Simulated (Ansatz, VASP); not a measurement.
# One calculation of Ca4AlO, two programs

INCAR

```
  PREC = Accurate
  ENCUT = 600
  EDIFF = 1E-7
  ISMEAR = 0
  SIGMA = 0.1
  LREAL = F
  LASPH = T
  NELM = 80
  ALGO = Normal
  ISIF = 3
  LWAVE = F
  LCHARG = F
  GGA = PE
  IBRION = 2
  NSW = 90
  EDIFFG = -0.04
```

Contents of KPOINTS:

```
regular mesh
0
Gamma
  3 3 6
```

POSCAR

```
Ca4AlO
1.0
    8.6722435773      0.0000000000      0.0000000000
   -4.3361217887      7.5103832458      0.0000000000
    0.0000000000      0.0000000000      3.3145434812
Ca Al O
4 1 1
Direct
    0.3333333333      0.6666666667      0.0000000000
    0.1224633030      0.2449266060      0.5000000000
    0.7550733940      0.8775366970      0.5000000000
    0.1224633030      0.8775366970      0.5000000000
    0.6666666667      0.3333333333      0.0000000000
    0.0000000000      0.0000000000      0.0000000000
```

Input for Ansatz:

```yaml
crystal:
  lattice:
    - [8.6722435773, 0.0, 0.0]
    - [-4.3361217887, 7.5103832458, 0.0]
    - [0.0, 0.0, 3.3145434812]
  atoms:
    - { symbol: Ca, position: [0.3333333333, 0.6666666667, 0.0] }
    - { symbol: Ca, position: [0.122463303, 0.244926606, 0.5] }
    - { symbol: Ca, position: [0.755073394, 0.877536697, 0.5] }
    - { symbol: Ca, position: [0.122463303, 0.877536697, 0.5] }
    - { symbol: Al, position: [0.6666666667, 0.3333333333, 0.0] }
    - { symbol: O, position: [0.0, 0.0, 0.0] }
basis:
  ecutwfc: 420
kpoints:
  mp_grid: { grid: [3, 3, 6] }
hamiltonian:
  xc: pbe
scf:
  occupations: { method: gaussian, width: 0.1 }
  lower_state_search: "off"
output:
  forces: true
  stress: true
  eigenvalues: true
relax:
  adjacent_minimum: "off"
  f_tol: 0.04
  max_steps: 70
  cell: { stress_tol: 0.4 }
```

Change from the starting cell: species swapped into the NdAlCu4 type (P-6m2, No. 187).

Alike in both runs: task relaxation of cell and atoms; functional PBE; k mesh 3 × 3 × 6; occupations gaussian, width 0.1 eV; no spin polarisation.

|  | VASP | Ansatz |
| --- | --- | --- |
| version | VASP 6.6.1 | Ansatz 0.2.0 |
| potentials or method | VASP PAW PBE potentials, release 64 (Ca_sv, Al, O), cutoff 600 eV | scalar-relativistic, plane waves, PAW |
| valence electrons in the cell | 49 | 49 |

```csv
,VASP,Ansatz,Ansatz less VASP
"gap on the k mesh at the Fermi level, each at its own relaxed structure (eV)",none,none,-
relaxed volume (Å³/atom),35.98,36.09,+0.110
relaxed cell length with the largest relative difference (Å),8.672,8.691,+0.0189
```

A gap of «none» marks a metal or a gap that the smearing closes.

Noted on VASP's run: the relaxation stopped at its first step, so nothing moved.
